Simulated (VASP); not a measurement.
# TlPt (P6/mmm) in VASP: a series of runs, part 2 of 2

VASP 6.6.1. Earlier steps stand in the parts before.

## 3. Single point, r2SCAN (24.53 Å³/atom)

This run uses another cell than the first one, of 24.53 Å³/atom.

The input, POSCAR:

```
TlPt
1.0
    6.6104926813      0.0000000000      0.0000000000
   -3.3052463406      5.7248545935      0.0000000000
    0.0000000000      0.0000000000      3.8897423377
Tl Pt
3 3
Direct
    0.5000000000      0.0000000000      0.0000000000
    0.5000000000      0.5000000000      0.0000000000
    0.0000000000      0.5000000000      0.0000000000
    0.0000000000      0.0000000000      0.0000000000
    0.3333333333      0.6666666667      0.5000000000
    0.6666666667      0.3333333333      0.5000000000
```

The input, INCAR.step1:

```
ALGO = Normal
EDIFF = 1E-4
ENCUT = 520
GGA = PE
ISMEAR = 0
LASPH = True
LCHARG = False
LREAL = False
LWAVE = True
NBANDS = 44
NELM = 80
PREC = Accurate
SIGMA = 0.05
```

The input, INCAR.step2:

```
ALGO = Normal
EDIFF = 1E-6
ENCUT = 520
ISIF = 2
ISMEAR = 0
ISTART = 1
LASPH = True
LCHARG = False
LMIXTAU = True
LREAL = False
LWAVE = False
METAGGA = R2SCAN
NBANDS = 44
NELM = 80
PREC = Accurate
SIGMA = 0.05
```

The input, KPOINTS:

```
k-points
0
Gamma
  6 6 8
```

Potentials or basis: VASP PAW PBE potentials, release 64 (Tl_d, Pt).

Started as:

```bash
$ cat potpaw_PBE.64/Tl_d/POTCAR potpaw_PBE.64/Pt/POTCAR > POTCAR
$ cp INCAR.step1 INCAR
$ mpirun -np 1 vasp_std > vasp.out
$ cp INCAR.step2 INCAR
$ mpirun -np 1 vasp_std > vasp.out
```

OUTCAR:

```text
EDIFF = 1E-6
   ENCUT = 520
   ISIF = 2
   ISMEAR = 0
   ISTART = 1
   LASPH = True
   LREAL = False
   METAGGA = R2SCAN
   NELM = 80
   PREC = Accurate

 ion  position               nearest neighbor table
   1  0.500  0.000  0.000-   5 2.72   6 2.72   5 2.72   6 2.72   2 3.31   2 3.31   3 3.31   3 3.31
                             4 3.31   4 3.31
   2  0.500  0.500  0.000-   5 2.72   6 2.72   5 2.72   6 2.72   1 3.31   1 3.31   4 3.31   4 3.31
                             3 3.31   3 3.31
   3  0.000  0.500  0.000-   5 2.72   6 2.72   5 2.72   6 2.72   4 3.31   4 3.31   1 3.31   1 3.31
                             2 3.31   2 3.31
   4  0.000  0.000  0.000-   3 3.31   3 3.31   2 3.31   2 3.31   1 3.31   1 3.31
   5  0.333  0.667  0.500-   1 2.72   1 2.72   3 2.72   3 2.72   2 2.72   2 2.72
   6  0.667  0.333  0.500-   1 2.72   1 2.72   3 2.72   3 2.72   2 2.72   2 2.72

  LATTYP: Found a hexagonal cell.
 ALAT       =     6.6104926813
 C/A-ratio  =     0.5884194303

  Lattice vectors:

 A1 = (   6.6104926813,   0.0000000000,   0.0000000000)
 A2 = (  -3.3052463406,   5.7248545935,   0.0000000000)
 A3 = (   0.0000000000,   0.0000000000,   3.8897423377)

Analysis of symmetry for initial positions (statically):
=====================================================================
 Subroutine PRICEL returns:
 Original cell was already a primitive cell.

 Routine SETGRP: Setting up the symmetry group for a
 hexagonal supercell.

 Subroutine GETGRP returns: Found 24 space group operations
 (whereof 24 operations were pure point group operations)
 out of a pool of 24 trial point group operations.

The static configuration has the point symmetry D_6h.

Analysis of symmetry for dynamics (positions and initial velocities):
=====================================================================
 Subroutine PRICEL returns:
 Original cell was already a primitive cell.

 Routine SETGRP: Setting up the symmetry group for a
 hexagonal supercell.

[... 134 lines left out ...]
  Fermi-wavevector in a.u.,A,eV,Ry     =   1.271700  2.403165 22.003641  1.617222
  Thomas-Fermi vector in A             =   2.404619
   LORBIT       =      0    0 simple, 1 ext, 2 COOP (PROOUT), +10 PAW based schemes
   METAGGA = R2SCAN    functional components
   LHFCALC =     F    Hartree Fock is set to
   AEXX    =    0.0000 exact exchange contribution
   IVDW    =     0    specifies the selected vdW correction
   LEPSILON=     F    determine dielectric tensor
   LRPA    =     F    only Hartree local field effects (RPA)
 non-spin polarized calculation
 Gauss-broadening in eV      SIGMA  =   0.05
  energy-cutoff  :      520.00
  volume of cell :      147.20
 maximum number of plane-waves:      3987
 NGX is ok and might be reduce to    50
   NGX = 25   NGY = 25   NGZ = 15

 number of electron      68.9999990 magnetization

 Free energy of the ion-electron system (eV)
  ---------------------------------------------------
  ext. energy  EPLUGINS =         0.00000000
  ---------------------------------------------------
  free energy    TOTEN  =      -310.99637888 eV

  energy without entropy =     -310.99169780  energy(sigma->0) =     -310.99403834

 E-fermi :   6.0071     XC(G=0): -11.3015

 val. band max:        6.0040663065   @ k =   0.1667  -0.0000   0.5000
 cond. band min:       6.0198227451   @ k =   0.1667  -0.0000   0.3750
 fundamental gap:      0.0157564386
 Fermi energy:         6.0071123791

 k-point     1 :       0.0000    0.0000    0.0000
  band No.  band energies     occupation
      1      -6.8091      2.00000
      2      -6.2685      2.00000
      3      -6.2685      2.00000
      4      -6.2026      2.00000
      5      -6.1886      2.00000
      6      -6.1886      2.00000
[... 1117 lines left out ...]
     43      11.9416      0.00000
     44      12.0695      0.00000

 [... further k-points ...]

------------------------ aborting loop because EDIFF is reached ----------------------------------------

  FORCE on cell =-STRESS in cart. coord.  units (eV):
  Direction    XX          YY          ZZ          XY          YZ          ZX
  --------------------------------------------------------------------------------------
  -------------------------------------------------------------------------------------
  Total       -0.6765925     -0.6765925     -0.5876260     -0.0000000      0.0000000      0.0000000
  in kB       -7.3640821     -7.3640821     -6.3957643     -0.0000000      0.0000000      0.0000000
  external PRESSURE =      -7.0413095 kB  Pullay stress =       0.0000000 kB

 VOLUME and BASIS-vectors are now :
 -----------------------------------------------------------------------------
  energy-cutoff  :      520.00
  volume of cell :      147.20
      direct lattice vectors                 reciprocal lattice vectors
     6.610492681  0.000000000  0.000000000     0.151274655  0.087338463  0.000000000
    -3.305246341  5.724854593  0.000000000     0.000000000  0.174676926  0.000000000
     0.000000000  0.000000000  3.889742338     0.000000000  0.000000000  0.257086437

 POSITION                                       TOTAL-FORCE (eV/Angst)
 -----------------------------------------------------------------------------------
      3.30525      0.00000      0.00000        -0.000000      0.000000      0.000000
      1.65262      2.86243      0.00000        -0.000000      0.000000      0.000000
     -1.65262      2.86243      0.00000        -0.000000      0.000000      0.000000
      0.00000      0.00000      0.00000        -0.000000      0.000000      0.000000
     -0.00000      3.81657      1.94487        -0.000000      0.000000      0.000000
      3.30525      1.90828      1.94487         0.000000      0.000000     -0.000000
 -----------------------------------------------------------------------------------
    total drift:                               -0.000000      0.000000     -0.000000

  FREE ENERGIE OF THE ION-ELECTRON SYSTEM (eV)
  ---------------------------------------------------
  free  energy   TOTEN  =      -310.9963788792 eV

  energy  without entropy=     -310.9916977995  energy(sigma->0) =     -310.99403834
```

OSZICAR.step1:

```text
N       E                     dE             d eps       ncg     rms          rms(c)
DAV:   1     0.431681487497E+03    0.43168E+03   -0.35520E+04  3120   0.147E+03
DAV:   2    -0.682234966742E+01   -0.43850E+03   -0.42173E+03  3352   0.342E+02
DAV:   3    -0.220276864568E+02   -0.15205E+02   -0.14867E+02  3444   0.555E+01
DAV:   4    -0.222385574381E+02   -0.21087E+00   -0.21018E+00  3512   0.634E+00
DAV:   5    -0.222419725784E+02   -0.34151E-02   -0.34149E-02  3336   0.834E-01    0.154E+01
DAV:   6    -0.218566523013E+02    0.38532E+00   -0.12060E+00  3276   0.610E+00    0.102E+01
DAV:   7    -0.220596983301E+02   -0.20305E+00   -0.20005E+00  3212   0.622E+00    0.551E+00
DAV:   8    -0.217272498073E+02    0.33245E+00   -0.11317E+00  3228   0.531E+00    0.125E+00
DAV:   9    -0.217238609091E+02    0.33889E-02   -0.58135E-02  3264   0.119E+00    0.319E-01
DAV:  10    -0.217230104725E+02    0.85044E-03   -0.30488E-03  3340   0.319E-01    0.942E-02
DAV:  11    -0.217230389911E+02   -0.28519E-04   -0.30149E-04  2544   0.806E-02
   1 F= -.21723039E+02 E0= -.21720384E+02  d E =-.531090E-02
```

Run time: 7.7 min. Hardware: 1 thread of Intel Xeon Platinum 8488C (Sapphire Rapids), shared host; peak memory 0.4 GiB.

What came out:

```yaml
Free_energy: -310.9964 eV
Pressure: -0.7 GPa
Band_gap_on_the_k_mesh: zero (an odd number of electrons rules out a gap without spin polarisation)
```

Caveat: the PAW data sets were made with another functional, which shifts forces and pressure a little; spin-orbit coupling is left out, which moves the levels of the heavy elements.
